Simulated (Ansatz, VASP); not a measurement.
**Fe in VASP and in Ansatz**

INCAR

```
PREC     = Accurate       # precision mode
ENCUT    = 520            # plane-wave cutoff, eV
EDIFF    = 1E-6           # SCF threshold, eV
ISMEAR   = 0              # smearing method
SIGMA    = 0.15           # smearing width, eV
LREAL    = F              # projectors in reciprocal space
LASPH    = T              # aspherical terms in the spheres
NELM     = 150            # most SCF steps
ALGO     = Normal         # electronic algorithm
ISIF     = 2              # what is computed and relaxed
LWAVE    = F              # write WAVECAR
LCHARG   = F              # write CHGCAR
ISPIN    = 2              # spin polarisation
MAGMOM   = 2.44           # initial moments
LORBIT   = 11             # projections on sites
LMAXMIX  = 4              # l up to which the mixer works
GGA      = PE             # functional
NBANDS   = 14             # bands
```

The input KPOINTS:

```
regular mesh
0
Gamma
  12 12 12
```

File POSCAR:

```
Fe
1.0
   -1.4050816166      1.4050816166      1.5141159501
    1.4050816166     -1.4050816166      1.5141159501
    1.4050816166      1.4050816166     -1.5141159501
Fe
1
Direct
    0.0000000000      0.0000000000      0.0000000000
```

Input for Ansatz:

```yaml
crystal:
  lattice:
    - [-1.4050816166, 1.4050816166, 1.5141159501]
    - [1.4050816166, -1.4050816166, 1.5141159501]
    - [1.4050816166, 1.4050816166, -1.5141159501]
  atoms:
    - { symbol: Fe, position: [0.0, 0.0, 0.0], spin: 2.44 }
basis:
  ecutwfc: 520.0
kpoints:
  mp_grid: { grid: [12, 12, 12] }
hamiltonian:
  xc: pbe
scf:
  occupations: { method: gaussian, width: 0.15 }
output:
  forces: true
  stress: true
  eigenvalues: true
  populations: true
magnetization:
  spin_polarized: true
```

Alike in both runs: task single point; functional PBE; k mesh 12 × 12 × 12; occupations gaussian, width 0.15 eV; collinear spin.

|  | VASP | Ansatz |
| --- | --- | --- |
| version | VASP 6.6.1 | Ansatz 0.2.0 |
| potentials or method | VASP PAW PBE potentials, release 64 (Fe), cutoff 520 eV | scalar-relativistic, plane waves, PAW |
| valence electrons in the cell | 8 | 16 |

|  | VASP | Ansatz | Ansatz less VASP |
| --- | --- | --- | --- |
| gap on the k mesh at the Fermi level (eV) | none | none | - |
| pressure (GPa) | -7.6 | -7.8 | -0.13 |
| traceless stress, the component that is largest in VASP (GPa) | -3.98 | -3.97 | +0.009 |
| net moment per atom (μB) | 2.31 | 2.29 | -0.022 |
| size of the moment on the site where the two differ most (μB) | 2.32 | 2.35 | +0.027 |

Site moments also hang on the region over which each program counts them. A gap of «none» marks a metal or a gap that the smearing closes. VASP's potentials hold 8 valence electrons a cell and Ansatz's 16, so a difference there can come from the potentials and not from the codes.
